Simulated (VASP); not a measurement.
# SnO (F-43m) in VASP: a series of runs

The runs below take SnO through single point, with PBE, r2SCAN.

Program: VASP 6.6.1. These are calculated values, not measurements. Logs are shortened: lines on timing, memory, paths and dates and some standing lists are left out, and cuts for length are marked.

## 1. The cell of the first run

The structure is cubic, space group F-43m (No. 216). The conventional cell has a = 5.517 Å, b = 5.517 Å, c = 5.517 Å, α = 90.00°, β = 90.00°, γ = 90.00°. Sn (site symmetry -43m) has 4 O at 2.39 Å within 3.2 Å. O (site symmetry -43m) has 4 Sn at 2.39 Å within 3.2 Å.

## 2. Single point, PBE (strain +1.9%)

The input, INCAR:

```
SYSTEM = SnO
PREC = Accurate ; ENCUT = 520
EDIFF = 1E-6 ; ISMEAR = -1
SIGMA = 0.02 ; LREAL = .False.
LASPH = .True. ; NELM = 100
ALGO = Normal ; ISIF = 2
LWAVE = .False. ; LCHARG = .False.
GGA = PE ; NBANDS = 17
```

The input, KPOINTS:

```
Automatic mesh
0
Gamma
  8 8 8
  0 0 0
```

The input, POSCAR:

```
SnO
1.0
    0.0000000000      2.7583166899      2.7583166899
    2.7583166899      0.0000000000      2.7583166899
    2.7583166899      2.7583166899      0.0000000000
Sn O
1 1
Direct
    0.0000000000      0.0000000000      0.0000000000
    0.2500000000      0.2500000000      0.2500000000
```

Potentials or basis: VASP PAW PBE potentials, release 64 (Sn_d, O).

Command:

```sh
> cat potpaw_PBE.64/Sn_d/POTCAR potpaw_PBE.64/O/POTCAR > POTCAR
> mpirun -np 1 vasp_std > vasp.out
```

OUTCAR:

```text
SYSTEM = SnO
   PREC = Accurate
   ENCUT = 520
   EDIFF = 1E-6
   ISMEAR = -1
   LREAL = .False.
   LASPH = .True.
   NELM = 100
   ISIF = 2
   GGA = PE

 ion  position               nearest neighbor table
   1  0.000  0.000  0.000-   2 2.39   2 2.39   2 2.39   2 2.39
   2  0.250  0.250  0.250-   1 2.39   1 2.39   1 2.39   1 2.39

  LATTYP: Found a face centered cubic cell.
 ALAT       =     5.5166333798

  Lattice vectors:

 A1 = (   0.0000000000,   2.7583166899,   2.7583166899)
 A2 = (   2.7583166899,   0.0000000000,   2.7583166899)
 A3 = (   2.7583166899,   2.7583166899,   0.0000000000)

Analysis of symmetry for initial positions (statically):
=====================================================================
 Subroutine PRICEL returns:
 Original cell was already a primitive cell.

 Routine SETGRP: Setting up the symmetry group for a
 face centered cubic supercell.

 Subroutine GETGRP returns: Found 24 space group operations
 (whereof 24 operations were pure point group operations)
 out of a pool of 48 trial point group operations.

The static configuration has the point symmetry T_d .

Analysis of symmetry for dynamics (positions and initial velocities):
=====================================================================
 Subroutine PRICEL returns:
 Original cell was already a primitive cell.

 Routine SETGRP: Setting up the symmetry group for a
 face centered cubic supercell.

 Subroutine GETGRP returns: Found 24 space group operations
 (whereof 24 operations were pure point group operations)
 out of a pool of 48 trial point group operations.

The dynamic configuration has the point symmetry T_d .

 Subroutine INISYM returns: Found 24 space group operations
 (whereof 24 operations are pure point group operations),
 and found     1 'primitive' translations

----------------------------------------------------------------------------------------

                                     Primitive cell

  volume of cell :      41.9723

  direct lattice vectors                    reciprocal lattice vectors
     0.000000000  2.758316690  2.758316690    -0.181269976  0.181269976  0.181269976
     2.758316690  0.000000000  2.758316690     0.181269976 -0.181269976  0.181269976
     2.758316690  2.758316690  0.000000000     0.181269976  0.181269976 -0.181269976

  length of vectors
     3.900848872  3.900848872  3.900848872     0.313968808  0.313968808  0.313968808

  position of ions in fractional coordinates (direct lattice)
     0.000000000  0.000000000  0.000000000
     0.250000000  0.250000000  0.250000000

  ion indices of the primitive-cell ions
   primitive index   ion index
                 1           1
                 2           2

----------------------------------------------------------------------------------------

 KPOINTS: Automatic mesh

Automatic generation of k-mesh.
 Grid dimensions read from file:
 generate k-points for:    8    8    8

 Generating k-lattice:

  Cartesian coordinates                     Fractional coordinates (reciprocal lattice)
    -0.022658747  0.022658747  0.022658747     0.125000000  0.000000000  0.000000000
     0.022658747 -0.022658747  0.022658747     0.000000000  0.125000000  0.000000000
     0.022658747  0.022658747 -0.022658747     0.000000000  0.000000000  0.125000000

  Length of vectors
     0.039246101  0.039246101  0.039246101

  Shift w.r.t. Gamma in fractional coordinates (k-lattice)
     0.000000000  0.000000000  0.000000000

 Subroutine IBZKPT returns following result:
 ===========================================

 Found     29 irreducible k-points:

 Following reciprocal coordinates:
            Coordinates               Weight
  0.000000  0.000000  0.000000      1.000000
  0.125000  0.000000  0.000000      8.000000
  0.250000  0.000000  0.000000      8.000000
  0.375000  0.000000  0.000000      8.000000
  0.500000  0.000000  0.000000      4.000000
  0.125000  0.125000  0.000000      6.000000
[... 16 lines left out ...]
  0.500000  0.250000  0.125000     48.000000
 -0.375000  0.250000  0.125000     24.000000
 [... further k-points ...]
   k-points           NKPTS =     29   k-points in BZ     NKDIM =     29   number of bands    NBANDS=     17
   number of dos      NEDOS =    301   number of ions     NIONS =      2
   total plane-waves  NPLWV =  27000
   dimension x,y,z NGX =    30 NGY =   30 NGZ =   30
   dimension x,y,z NGXF=    60 NGYF=   60 NGZF=   60
   ions per type =               1   1
   NGX,Y,Z   is equivalent  to a cutoff of  12.79, 12.79, 12.79 a.u.
   NGXF,Y,Z  is equivalent  to a cutoff of  25.57, 25.57, 25.57 a.u.
 SYSTEM =  SnO
   PREC   = accura    normal or accurate (medium, high low for compatibility)
   ISTART =      0    job   : 0-new  1-cont  2-samecut
   ICHARG =      2    charge: 1-file 2-atom 10-const
   ISPIN  =      1    spin polarized calculation?
   LNONCOLLINEAR =      F non collinear calculations
   LSORBIT =      F    spin-orbit coupling
   LASPH  =      T    aspherical Exc in radial PAW
   ENCUT  =  520.0 eV  38.22 Ry    6.18 a.u.   7.25  7.25  7.25*2*pi/ulx,y,z
   NELM   =    100;   NELMIN=  2; NELMDL= -5     # of ELM steps
   EDIFF  = 0.1E-05   stopping-criterion for ELM
   LREAL  =      F    real-space projection
   EDIFFG = 0.1E-04   stopping-criterion for IOM
   NSW    =      0    number of steps for IOM
   IBRION =     -1    ionic relax: 0-MD 1-quasi-New 2-CG
   NFREE  =      0    steps in history (QN), initial steepest desc. (CG)
   ISIF   =      2    stress and relaxation
   ISYM   =      2    0-nonsym 1-usesym 2-fastsym
   POTIM  = 0.5000    time-step for ionic-motion
   TEBEG  =    0.0;   TEEND  =   0.0 temperature during run
   PSTRESS=    0.0 pullay stress
   NELECT =      20.0000    total number of electrons
   NUPDOWN=      -1.0000    fix difference up-down
   EMIN   =  10.00;   EMAX   =-10.00  energy-range for DOS
   EFERMI =   0.00;   METHOD = LEGACY
   ISMEAR =    -1;   SIGMA  =   0.02  broadening in eV -4-tet -1-fermi 0-gaus
   EFERMI_NEDOS =   21; number of points for ismear=-14 and -15
   IALGO  =     38    algorithm
   IMIX   =      4    mixing-type and parameters
     AMIX     =   0.40;   BMIX     =  1.00
     AMIX_MAG =   1.60;   BMIX_MAG =  1.00
  volume/ion in A,a.u.               =      20.99       141.62
  Fermi-wavevector in a.u.,A,eV,Ry     =   1.278686  2.416367 22.246054  1.635039
  Thomas-Fermi vector in A             =   2.411215
   LORBIT       =      0    0 simple, 1 ext, 2 COOP (PROOUT), +10 PAW based schemes
   GGA     = PE    functional components
   LHFCALC =     F    Hartree Fock is set to
   AEXX    =    0.0000 exact exchange contribution
   IVDW    =     0    specifies the selected vdW correction
   LEPSILON=     F    determine dielectric tensor
   LRPA    =     F    only Hartree local field effects (RPA)
 non-spin polarized calculation
  energy-cutoff  :      520.00
  volume of cell :       41.97
 maximum number of plane-waves:      1158
 NGX is ok and might be reduce to    30
   NGX = 15   NGY = 15   NGZ = 15

 number of electron      19.9999995 magnetization

 Free energy of the ion-electron system (eV)
  ---------------------------------------------------
  ext. energy  EPLUGINS =         0.00000000
  ---------------------------------------------------
  free energy    TOTEN  =       -10.45557734 eV

  energy without entropy =      -10.45520092  energy(sigma->0) =      -10.45538913

 E-fermi :   5.4566     XC(G=0):  -9.3772

 val. band max:        5.4549820032   @ k =  -0.2500   0.5000   0.2500
 cond. band min:       5.6987135175   @ k =  -0.3750   0.5000   0.1250
 fundamental gap:      0.2437315144
 Fermi energy:         5.4565509765

 k-point     1 :       0.0000    0.0000    0.0000
  band No.  band energies     occupation
      1     -16.1917      2.00000
      2     -16.1917      2.00000
      3     -16.1917      2.00000
      4     -16.1581      2.00000
      5     -16.1581      2.00000
      6     -13.0180      2.00000
[... 9 lines left out ...]
     16      16.8239      0.00000
     17      16.8239      0.00000

 k-point     2 :       0.1250    0.0000    0.0000
  band No.  band energies     occupation
      1     -16.2050      2.00000
      2     -16.1881      2.00000
      3     -16.1881      2.00000
      4     -16.1578      2.00000
      5     -16.1578      2.00000
      6     -12.9474      2.00000
[... 9 lines left out ...]
     16      16.2701      0.00000
     17      16.3240      0.00000

 k-point     3 :       0.2500    0.0000    0.0000
  band No.  band energies     occupation
      1     -16.2366      2.00000
      2     -16.1827      2.00000
      3     -16.1827      2.00000
      4     -16.1536      2.00000
      5     -16.1536      2.00000
      6     -12.7709      2.00000
[... 9 lines left out ...]
     16      15.9065      0.00000
     17      17.6650      0.00000

 k-point     4 :       0.3750    0.0000    0.0000
  band No.  band energies     occupation
      1     -16.2674      2.00000
      2     -16.1821      2.00000
      3     -16.1821      2.00000
      4     -16.1447      2.00000
      5     -16.1447      2.00000
      6     -12.5850      2.00000
[... 9 lines left out ...]
     16      16.0932      0.00000
     17      17.9634      0.00000

 k-point     5 :       0.5000    0.0000    0.0000
  band No.  band energies     occupation
      1     -16.2799      2.00000
      2     -16.1827      2.00000
      3     -16.1827      2.00000
      4     -16.1401      2.00000
      5     -16.1401      2.00000
      6     -12.5048      2.00000
[... 9 lines left out ...]
     16      16.3023      0.00000
     17      17.6658      0.00000

 k-point     6 :       0.1250    0.1250    0.0000
  band No.  band energies     occupation
      1     -16.2138      2.00000
      2     -16.1841      2.00000
      3     -16.1841      2.00000
      4     -16.1610      2.00000
      5     -16.1554      2.00000
      6     -12.9245      2.00000
[... 9 lines left out ...]
     16      17.5350      0.00000
     17      17.5350      0.00000

 k-point     7 :       0.2500    0.1250    0.0000
  band No.  band energies     occupation
      1     -16.2395      2.00000
      2     -16.1786      2.00000
      3     -16.1770      2.00000
      4     -16.1617      2.00000
      5     -16.1512      2.00000
      6     -12.7840      2.00000
[... 9 lines left out ...]
     16      17.3348      0.00000
     17      17.9666      0.00000

 k-point     8 :       0.3750    0.1250    0.0000
  band No.  band energies     occupation
      1     -16.2669      2.00000
      2     -16.1792      2.00000
      3     -16.1752      2.00000
      4     -16.1548      2.00000
      5     -16.1434      2.00000
      6     -12.6004      2.00000
[... 9 lines left out ...]
     16      17.0626      0.00000
     17      18.4562      0.00000
[... 203 lines left out ...]
      1     -16.3195      2.00000
      2     -16.1777      2.00000
      3     -16.1460      2.00000
      4     -16.1459      2.00000
      5     -16.1393      2.00000
      6     -12.3776      2.00000
[... 9 lines left out ...]
     16      19.7561      0.00000
     17      20.7236      0.00000

 k-point    20 :      -0.3750    0.3750    0.0000
  band No.  band energies     occupation
      1     -16.3090      2.00000
      2     -16.1743      2.00000
      3     -16.1543      2.00000
      4     -16.1491      2.00000
      5     -16.1443      2.00000
      6     -12.3602      2.00000
[... 9 lines left out ...]
     16      18.2285      0.00000
     17      20.0421      0.00000

 k-point    21 :       0.5000    0.5000    0.0000
  band No.  band energies     occupation
      1     -16.3302      2.00000
      2     -16.1807      2.00000
      3     -16.1399      2.00000
      4     -16.1388      2.00000
      5     -16.1388      2.00000
      6     -12.3556      2.00000
[... 9 lines left out ...]
     16      21.2248      0.00000
     17      21.3757      0.00000

 k-point    22 :       0.3750    0.2500    0.1250
  band No.  band energies     occupation
      1     -16.2639      2.00000
      2     -16.1753      2.00000
      3     -16.1691      2.00000
      4     -16.1618      2.00000
      5     -16.1467      2.00000
      6     -12.6401      2.00000
[... 9 lines left out ...]
     16      17.2952      0.00000
     17      18.6782      0.00000

 k-point    23 :       0.5000    0.2500    0.1250
  band No.  band energies     occupation
      1     -16.2829      2.00000
      2     -16.1778      2.00000
      3     -16.1667      2.00000
      4     -16.1547      2.00000
      5     -16.1435      2.00000
      6     -12.4898      2.00000
[... 9 lines left out ...]
     16      17.2217      0.00000
     17      19.1648      0.00000

 k-point    24 :      -0.3750    0.2500    0.1250
  band No.  band energies     occupation
      1     -16.2900      2.00000
      2     -16.1793      2.00000
      3     -16.1664      2.00000
      4     -16.1512      2.00000
      5     -16.1422      2.00000
      6     -12.4252      2.00000
[... 9 lines left out ...]
     16      17.4452      0.00000
     17      19.2588      0.00000

 [... further k-points ...]
[... 5 lines left out ...]
  --------------------------------------------------------------------------------------
  -------------------------------------------------------------------------------------
  Total       -0.2718515     -0.2718515     -0.2718515     -0.0000000      0.0000000     -0.0000000
  in kB      -10.3771946    -10.3771946    -10.3771946     -0.0000000      0.0000000     -0.0000000
  external PRESSURE =     -10.3771946 kB  Pullay stress =       0.0000000 kB

 VOLUME and BASIS-vectors are now :
 -----------------------------------------------------------------------------
  energy-cutoff  :      520.00
  volume of cell :       41.97
      direct lattice vectors                 reciprocal lattice vectors
     0.000000000  2.758316690  2.758316690    -0.181269976  0.181269976  0.181269976
     2.758316690  0.000000000  2.758316690     0.181269976 -0.181269976  0.181269976
     2.758316690  2.758316690  0.000000000     0.181269976  0.181269976 -0.181269976

 POSITION                                       TOTAL-FORCE (eV/Angst)
 -----------------------------------------------------------------------------------
      0.00000      0.00000      0.00000         0.000000      0.000000     -0.000000
      1.37916      1.37916      1.37916        -0.000000     -0.000000      0.000000
 -----------------------------------------------------------------------------------
    total drift:                               -0.000000     -0.000000     -0.000000

  FREE ENERGIE OF THE ION-ELECTRON SYSTEM (eV)
  ---------------------------------------------------
  free  energy   TOTEN  =       -10.4555773369 eV

  energy  without entropy=      -10.4552009203  energy(sigma->0) =      -10.45538913
```

It took 15 s on 1 thread of Intel Xeon Platinum 8488C (Sapphire Rapids), shared host; peak memory 0.17 GiB.

What came out:

```yaml
Free_energy: -10.4556 eV
Pressure: -1.0 GPa
Band_gap_on_the_k_mesh: zero (band 10 reaches 5.46 eV, above the bottom of band 11 at 5.26 eV)
```

Levels at points of the mesh, in eV from the Fermi level:
```
           k point  band 6  band 7  band 8  band 9  band 10  band 11  band 12  band 13  band 14  band 15
(0.00, 0.00, 0.00)  -18.47   -6.21   -3.33   -3.33    -3.33     4.35     4.35     4.35     8.72    11.37
(0.50, 0.00, 0.00)  -17.96   -7.62   -3.73   -3.73    -2.33     1.74     4.51     4.51     8.46    10.85
(0.50, 0.50, 0.00)  -17.81   -7.48   -4.44   -4.44    -0.45    -0.19     5.07     5.07     5.52     9.96
```

Caveat: the cell differs from its parent crystal (strain +1.9%); spin-orbit coupling is left out, which moves the levels of the heavy elements.

## 3. Single point, r2SCAN (strain +1.9%)

POSCAR is that of step 2.

The input, INCAR.step1:

```
SYSTEM = SnO
  ALGO = Normal
  EDIFF = 1E-4
  ENCUT = 520
  GGA = PE
  ISMEAR = -1
  LASPH = .True.
  LCHARG = .False.
  LREAL = .False.
  LWAVE = .True.
  NBANDS = 17
  NELM = 60
  PREC = Accurate
  SIGMA = 0.02
```

The input, INCAR.step2:

```
SYSTEM = SnO
  ALGO = Normal
  EDIFF = 1E-6
  ENCUT = 520
  ISIF = 2
  ISMEAR = -1
  ISTART = 1
  LASPH = .True.
  LCHARG = .False.
  LMIXTAU = .True.
  LREAL = .False.
  LWAVE = .False.
  METAGGA = R2SCAN
  NBANDS = 17
  NELM = 60
  PREC = Accurate
  SIGMA = 0.02
```

The input, KPOINTS:

```
k-points
0
Gamma
  8 8 8
  0 0 0
```

Potentials or basis: VASP PAW PBE potentials, release 64 (Sn_d, O).

Command:

```sh
> cat potpaw_PBE.64/Sn_d/POTCAR potpaw_PBE.64/O/POTCAR > POTCAR
> cp INCAR.step1 INCAR
> mpirun -np 1 vasp_std > vasp.out
> cp INCAR.step2 INCAR
> mpirun -np 1 vasp_std > vasp.out
```

OUTCAR:

```text
SYSTEM = SnO
   EDIFF = 1E-6
   ENCUT = 520
   ISIF = 2
   ISMEAR = -1
   ISTART = 1
   LASPH = .True.
   LREAL = .False.
   METAGGA = R2SCAN
   NELM = 60
   PREC = Accurate

 ion  position               nearest neighbor table
   1  0.000  0.000  0.000-   2 2.39   2 2.39   2 2.39   2 2.39
   2  0.250  0.250  0.250-   1 2.39   1 2.39   1 2.39   1 2.39

  LATTYP: Found a face centered cubic cell.
 ALAT       =     5.5166333798

  Lattice vectors:

 A1 = (   0.0000000000,   2.7583166899,   2.7583166899)
 A2 = (   2.7583166899,   0.0000000000,   2.7583166899)
 A3 = (   2.7583166899,   2.7583166899,   0.0000000000)
[... 648 lines left out ...]
      5     -16.9659      2.00000
      6     -13.7013      2.00000
[... 9 lines left out ...]
     16      17.9290      0.00000
     17      19.7545      0.00000

 [... further k-points ...]
[... 5 lines left out ...]
  --------------------------------------------------------------------------------------
  -------------------------------------------------------------------------------------
  Total       -0.8427742     -0.8427742     -0.8427742     -0.0000000      0.0000000     -0.0000000
  in kB      -32.1706214    -32.1706214    -32.1706214     -0.0000000      0.0000000     -0.0000000
  external PRESSURE =     -32.1706214 kB  Pullay stress =       0.0000000 kB

 VOLUME and BASIS-vectors are now :
 -----------------------------------------------------------------------------
  energy-cutoff  :      520.00
  volume of cell :       41.97
      direct lattice vectors                 reciprocal lattice vectors
     0.000000000  2.758316690  2.758316690    -0.181269976  0.181269976  0.181269976
     2.758316690  0.000000000  2.758316690     0.181269976 -0.181269976  0.181269976
     2.758316690  2.758316690  0.000000000     0.181269976  0.181269976 -0.181269976

 POSITION                                       TOTAL-FORCE (eV/Angst)
 -----------------------------------------------------------------------------------
      0.00000      0.00000      0.00000         0.000000      0.000000     -0.000000
      1.37916      1.37916      1.37916        -0.000000     -0.000000      0.000000
 -----------------------------------------------------------------------------------
    total drift:                                0.000001      0.000001      0.000001

  FREE ENERGIE OF THE ION-ELECTRON SYSTEM (eV)
  ---------------------------------------------------
  free  energy   TOTEN  =       -32.1806531688 eV

  energy  without entropy=      -32.1802753288  energy(sigma->0) =      -32.18046425
```

Run time: 57 s. Hardware: 1 thread of Intel Xeon Platinum 8488C (Sapphire Rapids), shared host; peak memory 0.17 GiB.

Results:

```yaml
Free_energy: -32.1807 eV
Pressure: -3.2 GPa
Band_gap_on_the_k_mesh: zero (band 10 reaches 5.38 eV, above the bottom of band 11 at 5.19 eV)
```

Caveat: the cell differs from its parent crystal (strain +1.9%); the PAW data sets were made with another functional, which shifts forces and pressure a little; spin-orbit coupling is left out, which moves the levels of the heavy elements.
